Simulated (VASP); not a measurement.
Here is a VASP 6.6.1 calculation.

The input INCAR:

```
AGGAC = 1.0
AGGAX = 1.0
ALDAC = 0.0
ALDAX = 1.0
ALGO = Normal
EDIFF = 1E-7
ENCUT = 520
GGA = B5
ISIF = 2
ISMEAR = -1
IVDW = 12
LASPH = True
LCHARG = False
LREAL = False
LWAVE = False
NBANDS = 8
NELM = 100
PREC = Accurate
SIGMA = 0.05
VDW_A1 = 0.4298
VDW_A2 = 4.2359
VDW_S6 = 1.0
VDW_S8 = 2.6996
```

File KPOINTS:

```
k-points
0
Gamma
  10 10 10
```

Contents of POSCAR:

```
Sb
1.0
   -1.8873170995      1.8873170995      1.8873170995
    1.8873170995     -1.8873170995      1.8873170995
    1.8873170995      1.8873170995     -1.8873170995
Sb
1
Direct
    0.0000000000      0.0000000000      0.0000000000
```

Potentials or basis: VASP PAW PBE potentials, release 64 (Sb).

Launch:

```sh
$ cat potpaw_PBE.64/Sb/POTCAR > POTCAR
$ mpirun -np 1 vasp_std > vasp.out
```

Task: What does it give for the pressure?

Result: 0.2 GPa.

Task: Predict the dispersion energy per atom.

Result: -1.237 eV.

Caveat: the PAW data sets were made with another functional, which shifts forces and pressure a little; pairwise dispersion overbinds metals, which lowers pressure and volume.
